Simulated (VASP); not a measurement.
The system is Al2O3.

```xyz
10
Lattice="2.3803 1.3742 4.3319 -2.3803 1.3742 4.3319 0.0000 -2.7485 4.3319" Properties=species:S:1:pos:R:3 pbc="T T T"
Al    0.0000    0.0000   11.0743
Al    0.0000    0.0000    8.4191
Al    0.0000    0.0000    1.9213
Al    0.0000    0.0000    4.5765
O    -1.6503   -0.1099    5.4148
O     0.7300    1.4841    5.4148
O     0.9203   -1.3742    5.4148
O     1.6503    0.1099    7.5808
O    -0.7300   -1.4841    7.5808
O    -0.9203    1.3742    7.5808
```

| Item | Value |
| --- | --- |
| Program | VASP 6.6.1 |
| Task | relaxation of cell and atoms |
| Functional | RPBE |
| Dispersion | D3(BJ) |
| Potentials or basis | VASP PAW PBE potentials, release 64 (Al, O) |
| Cutoff | 600 eV |
| k mesh | 7 × 7 × 7 |
| Occupations | fermi-dirac, width 0.05 eV |
| Spin | no spin polarisation |

At the start: pressure -9.5 GPa; volume 8.50 Å³/atom.

How do energy, volume and symmetry change on relaxing?

Over 7 steps the energy falls by 10.2 meV/atom and the volume is 8.18 Å³/atom (-3.8 %); space group R-3c (No. 167, to 0.1 Å) before and after.

The path:
```
step  energy change (eV)  largest force (eV/Å)  pressure (GPa)  volume (Å³)
   1              0.0000                0.0775           -9.47        85.02
   2             -0.0179                0.0598            9.84        78.99
   3             -0.1002                0.0492            0.01        81.77
   4             -0.1002                0.0484            0.20        81.71
   5             -0.1014                0.0228            0.20        81.69
   6             -0.1014                0.0263            0.19        81.69
   7             -0.1016                0.0086           -0.16        81.80
```

Final structure:
```
CELL_PARAMETERS angstrom
2.35370 1.35891 4.26228
-2.35370 1.35891 4.26228
0.00000 -2.71782 4.26228
ATOMIC_POSITIONS crystal
Al 0.85259 0.85259 0.85259
Al 0.64741 0.64741 0.64741
Al 0.14741 0.14741 0.14741
Al 0.35259 0.35259 0.35259
O 0.05682 0.75000 0.44318
O 0.75000 0.44318 0.05682
O 0.44318 0.05682 0.75000
O 0.94318 0.25000 0.55682
O 0.25000 0.55682 0.94318
O 0.55682 0.94318 0.25000
```

Caveat: the dispersion term is far too large for a dense solid, which distorts pressure and volume; the PAW data sets were made with another functional, which shifts forces and pressure a little.
